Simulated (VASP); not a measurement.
A run of VASP 6.6.1:

The input INCAR:

```
SYSTEM = Si3Bi
ALGO = Normal
EDIFF = 1E-6
ENCUT = 520
GGA = PE
ISIF = 2
ISMEAR = 0
LASPH = .TRUE.
LCHARG = .FALSE.
LREAL = .FALSE.
LWAVE = .FALSE.
NBANDS = 22
NELM = 100
PREC = Accurate
SIGMA = 0.1
```

The input KPOINTS:

```
k-points
0
G
  14 14 6
  0 0 0
```

Contents of POSCAR:

```
Si3Bi
1.0
    2.2938897110     -2.2949410200      0.0000000000
    2.2938897110      2.2949410200      0.0000000000
    0.0000000000      0.0000000000      7.4405756505
Si Bi
3 1
Direct
    0.5000000000      0.5000000000      0.6716630592
    0.0000000000      0.0000000000      0.5000000000
    0.5000000000      0.5000000000      0.3283369408
    0.0000000000      0.0000000000      0.0000000000
```

Potentials or basis: VASP PAW PBE potentials, release 64 (Si, Bi_d).

Run with:

```sh
$ cat potpaw_PBE.64/Si/POTCAR potpaw_PBE.64/Bi_d/POTCAR > POTCAR
$ mpirun -np 1 vasp_std > vasp.out
```

Hardware: 1 thread of Intel(R) Xeon(R) 6975P-C (Granite Rapids), with other jobs on the host.

Estimate the wall time of this run.

It took 92 s on 1 thread of Intel(R) Xeon(R) 6975P-C (Granite Rapids), on a shared host, peak memory 0.42 GiB. Counts: scf iterations 13, k points 228.
